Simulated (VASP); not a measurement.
Wanted: the native input for a VASP 6.6.1 run.

```yaml
Task: single point
Functional: PBE
Potentials_or_basis: VASP PAW PBE potentials, release 64 (Ta_pv, H)
Cutoff: 520 eV
k_mesh: 4 × 4 × 3
Occupations: gaussian, width 0.2 eV
Spin: no spin polarisation
Dipole_correction: no
Further_INCAR_settings: ALGO = Normal; EDIFF = 1e-06; NBANDS = 32
```

The structure of Ta4H3 lies in POSCAR:

```
Ta4H3
1.0
    4.5895732825      0.0000000000      0.0000000000
   -2.2947866412      3.9746870552      0.0000000000
    0.0000000000      0.0000000000      5.5353682955
Ta H
4 3
Direct
    0.3333333333      0.6666666667      0.7481829203
    0.3333333333      0.6666666667      0.2518170797
    0.6666666667      0.3333333333      0.2518170797
    0.6666666667      0.3333333333      0.7481829203
    0.0000000000      0.0000000000      0.2005406070
    0.0000000000      0.0000000000      0.7994593930
    0.0000000000      0.0000000000      0.0000000000
```

The input as run:

INCAR

```
ALGO = Normal
EDIFF = 1E-6
ENCUT = 520
GGA = PE
ISIF = 2
ISMEAR = 0
LASPH = True
LCHARG = True
LELF = True
LREAL = False
LVHAR = True
LWAVE = False
NBANDS = 32
NELM = 100
PREC = Accurate
SIGMA = 0.2
```

KPOINTS

```
k-points
0
Gamma
  4 4 3
```

Potentials or basis: VASP PAW PBE potentials, release 64 (Ta_pv, H).

Launch:

```sh
$ cat potpaw_PBE.64/Ta_pv/POTCAR potpaw_PBE.64/H/POTCAR > POTCAR
$ mpirun -np 1 vasp_std > vasp.out
```

It gave:

* Pressure: -0.1 GPa
* Largest force: 0.014 eV/Å

Caveat: the k points lie up to 0.40 Å⁻¹ apart.

Wall time 19 s on 1 thread of Intel(R) Xeon(R) 6975P-C (Granite Rapids), on a shared host, peak memory 0.22 GiB.
